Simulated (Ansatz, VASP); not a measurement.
# KTaO3: VASP beside Ansatz

```
CELL_PARAMETERS angstrom
3.87756 0.00000 0.00000
0.00000 3.87756 0.00000
0.00000 0.00000 3.87756
ATOMIC_POSITIONS crystal
K 0.50000 0.50000 0.50000
Ta 0.00000 0.00000 0.00000
O 0.00000 0.50000 0.00000
O 0.00000 0.00000 0.50000
O 0.50000 0.00000 0.00000
```

Alike in both runs: task single point; functional PBEsol; k mesh 8 × 8 × 8; occupations gaussian, width 0.02 eV; no spin polarisation.

```csv
,VASP,Ansatz
version,VASP 6.6.1,Ansatz 0.2.0
potentials or method,"VASP PAW PBE potentials, release 64 (K_sv, Ta_pv, O), cutoff 520 eV","scalar-relativistic, plane waves, PAW"
valence electrons in the cell,38,40
```

|  | VASP | Ansatz | Ansatz less VASP |
| --- | --- | --- | --- |
| gap on the k mesh at the Fermi level (eV) | 2.25 | 2.30 | +0.053 |
| least direct gap on the mesh (eV) | 2.81 | 2.85 | +0.037 |
| pressure (GPa) | 21.2 | 20.0 | -1.19 |

VASP's potentials were made for PBE, not for PBEsol. VASP's potentials hold 38 valence electrons a cell and Ansatz's 40, so a difference there can come from the potentials and not from the codes.

Neither program's run includes spin-orbit coupling.
